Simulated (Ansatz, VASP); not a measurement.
Two plane-wave programs on Rb

```xyz
1
Lattice="-2.3786 2.3786 3.4561 2.3786 -2.3786 3.4561 2.3786 2.3786 -3.4561" Properties=species:S:1:pos:R:3 pbc="T T T"
Rb    0.0000    0.0000    0.0000
```

Alike in both runs: task single point; functional LDA; k mesh 14 × 14 × 14; occupations gaussian, width 0.15 eV; no spin polarisation.

```csv
,VASP,Ansatz
version,VASP 6.6.1,Ansatz 0.2.0
potentials or method,"VASP PAW LDA potentials, release 64 (Rb_sv), cutoff 520 eV","scalar-relativistic, plane waves, PAW"
valence electrons in the cell,9,9
```

|  | VASP | Ansatz | Ansatz less VASP |
| --- | --- | --- | --- |
| gap on the k mesh at the Fermi level (eV) | none | none | - |
| pressure (GPa) | 0.0 | 0.0 | 0.00 |

LDA's correlation is that of Perdew and Zunger in VASP and of Perdew and Wang (1992) in Ansatz. A gap of «none» marks a metal or a gap that the smearing closes.
